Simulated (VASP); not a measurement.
# ZnSe (P4/nmm) in VASP: further runs, part 2 of 2

VASP 6.6.1. The steps go on from the part before.

## 3. Single point, LDA (atoms shifted along a free coordinate)

File INCAR:

```
SYSTEM = ZnSe
ALGO = Normal
EDIFF = 1E-6
ENCUT = 520
GGA = CA
ISIF = 2
ISMEAR = 0
LASPH = .True.
LCHARG = .True.
LELF = .True.
LREAL = .False.
LVHAR = .True.
LWAVE = .False.
NBANDS = 26
NELM = 100
PREC = Accurate
SIGMA = 0.05
```

File KPOINTS:

```
k-points
0
Gamma
  8 8 6
  0 0 0
```

File POSCAR:

```
ZnSe
1.0
    3.8547617266      0.0000000000      0.0000000000
    0.0000000000      3.8547617266      0.0000000000
    0.0000000000      0.0000000000      5.0874920055
Zn Se
2 2
Direct
    0.0000000000      0.0000000000      0.0000000000
    0.5000000000      0.5000000000      0.0000000000
    0.0000000000      0.5000000000      0.3361676647
    0.5000000000      0.0000000000      0.6638323353
```

Potentials or basis: VASP PAW LDA potentials, release 64 (Zn, Se).

Started as:

```console
$ cat potpaw_LDA.64/Zn/POTCAR potpaw_LDA.64/Se/POTCAR > POTCAR
$ mpirun -np 1 vasp_std > vasp.out
```

OUTCAR:

```text
SYSTEM = ZnSe
   EDIFF = 1E-6
   ENCUT = 520
   GGA = CA
   ISIF = 2
   ISMEAR = 0
   LASPH = .True.
   LREAL = .False.
   NELM = 100
   PREC = Accurate

 ion  position               nearest neighbor table
   1  0.000  0.000  0.000-   3 2.58   4 2.58   3 2.58   4 2.58   2 2.73   2 2.73   2 2.73   2 2.73

   2  0.500  0.500  0.000-   3 2.58   4 2.58   4 2.58   3 2.58   1 2.73   1 2.73   1 2.73   1 2.73

   3  0.000  0.500  0.336-   1 2.58   2 2.58   1 2.58   2 2.58
   4  0.500  0.000  0.664-   1 2.58   2 2.58   2 2.58   1 2.58

  LATTYP: Found a simple tetragonal cell.
 ALAT       =     3.8547617266
 C/A-ratio  =     1.3197941575

  Lattice vectors:

 A1 = (   3.8547617266,   0.0000000000,   0.0000000000)
 A2 = (   0.0000000000,   3.8547617266,   0.0000000000)
 A3 = (   0.0000000000,   0.0000000000,   5.0874920055)

Analysis of symmetry for initial positions (statically):
=====================================================================
 Subroutine PRICEL returns:
 Original cell was already a primitive cell.

[... 173 lines left out ...]

  energy without entropy =      -13.47505417  energy(sigma->0) =      -13.47505417

 E-fermi :   4.2277     XC(G=0): -10.7648

 val. band max:        3.9520109102   @ k =   0.0000   0.0000   0.0000
 cond. band min:       4.4397847847   @ k =   0.0000   0.0000   0.0000
 fundamental gap:      0.4877738746
 Fermi energy:         4.2277300223

 k-point     1 :       0.0000    0.0000    0.0000
  band No.  band energies     occupation
      1     -10.8821      2.00000
      2      -8.7114      2.00000
      3      -4.3918      2.00000
      4      -4.2414      2.00000
      5      -4.0181      2.00000
      6      -3.9510      2.00000
[... 685 lines left out ...]
     25      12.5489      0.00000
     26      12.5489      0.00000

 [... further k-points ...]

------------------------ aborting loop because EDIFF is reached ----------------------------------------

  FORCE on cell =-STRESS in cart. coord.  units (eV):
  Direction    XX          YY          ZZ          XY          YZ          ZX
  --------------------------------------------------------------------------------------
  -------------------------------------------------------------------------------------
  Total        0.6446851      0.6446851     -3.6812724      0.0000000     -0.0000000      0.0000000
  in kB       13.6634188     13.6634188    -78.0206785      0.0000000     -0.0000000      0.0000000
  external PRESSURE =     -16.8979470 kB  Pullay stress =       0.0000000 kB

 VOLUME and BASIS-vectors are now :
 -----------------------------------------------------------------------------
  energy-cutoff  :      520.00
  volume of cell :       75.60
      direct lattice vectors                 reciprocal lattice vectors
     3.854761727  0.000000000  0.000000000     0.259419407  0.000000000  0.000000000
     0.000000000  3.854761727  0.000000000     0.000000000  0.259419407  0.000000000
     0.000000000  0.000000000  5.087492005     0.000000000  0.000000000  0.196560505

 POSITION                                       TOTAL-FORCE (eV/Angst)
 -----------------------------------------------------------------------------------
      0.00000      0.00000      0.00000        -0.000000     -0.000000     -0.000000
      1.92738      1.92738      0.00000         0.000000      0.000000     -0.000000
      0.00000      1.92738      1.71025        -0.000000     -0.000000     -2.135392
      1.92738      0.00000      3.37724        -0.000000      0.000000      2.135392
 -----------------------------------------------------------------------------------
    total drift:                                0.000000      0.000000     -0.000000

  FREE ENERGIE OF THE ION-ELECTRON SYSTEM (eV)
  ---------------------------------------------------
  free  energy   TOTEN  =       -13.4750541735 eV

  energy  without entropy=      -13.4750541735  energy(sigma->0) =      -13.47505417
```

OSZICAR:

```text
N       E                     dE             d eps       ncg     rms          rms(c)
DAV:   1     0.234654822075E+03    0.23465E+03   -0.17235E+04  3120   0.169E+03
DAV:   2     0.801339581616E+01   -0.22664E+03   -0.21734E+03  3184   0.349E+02
DAV:   3    -0.136520397075E+02   -0.21665E+02   -0.21389E+02  3752   0.106E+02
DAV:   4    -0.140903641006E+02   -0.43832E+00   -0.43742E+00  3464   0.144E+01
DAV:   5    -0.140929767109E+02   -0.26126E-02   -0.26123E-02  3706   0.117E+00    0.740E+00
DAV:   6    -0.135138973801E+02    0.57908E+00   -0.18449E+00  4160   0.338E+01    0.587E+00
DAV:   7    -0.134872976046E+02    0.26600E-01   -0.38453E-01  3340   0.646E+00    0.264E+00
DAV:   8    -0.134758383687E+02    0.11459E-01   -0.19705E-02  3524   0.100E+00    0.510E-01
DAV:   9    -0.134750721283E+02    0.76624E-03   -0.12457E-03  4272   0.475E-01    0.731E-02
DAV:  10    -0.134750506538E+02    0.21475E-04   -0.37006E-04  3368   0.133E-01    0.254E-02
DAV:  11    -0.134750553550E+02   -0.47012E-05   -0.64377E-05  3826   0.922E-02    0.107E-02
DAV:  12    -0.134750540645E+02    0.12905E-05   -0.50015E-06  3632   0.402E-02    0.531E-03
DAV:  13    -0.134750541735E+02   -0.10903E-06   -0.62851E-07  1760   0.638E-03
   1 F= -.13475054E+02 E0= -.13475054E+02  d E =-.113360E-11
```

stdout:

```text
POSCAR found type information on POSCAR ZnSe
 POSCAR found :  2 types and       4 ions
 scaLAPACK will be used
 LDA part: xc-table for (Slater(with rela. corr.)+CA(PZ))
 , standard interpolation
 POSCAR, INCAR and KPOINTS ok, starting setup
 FFT: planning ... GRIDC
 FFT: planning ... GRID_SOFT
 FFT: planning ... GRID
 WAVECAR not read
 entering main loop
```

Run time: 50 s. Hardware: 1 thread of AMD EPYC 9R45 (Zen 5), shared host; peak memory 0.2 GiB.

Results:

* Free energy: -13.4751 eV
* Pressure: -1.7 GPa
* Largest force: 2.135 eV/Å
* Band gap on the k mesh: 0.49 eV

Forces in eV/Å, atoms in the order of the input:
```
Zn   0.000  0.000  0.000
Zn   0.000  0.000  0.000
Se   0.000  0.000 -2.135
Se   0.000  0.000  2.135
```

Stress tensor (GPa, compression positive):
```
 1.37  0.00  0.00
 0.00  1.37  0.00
 0.00  0.00 -7.80
```

Caveat: the cell differs from its parent crystal (atoms shifted along a free coordinate); the stress differs along the axes, from -8 to 1 GPa; semilocal functionals underestimate gaps, and a narrow one can read as zero; forces of over 1 eV/Å act on the atoms, so gaps and moduli don't describe the material at rest. A k mesh can miss the band edges.
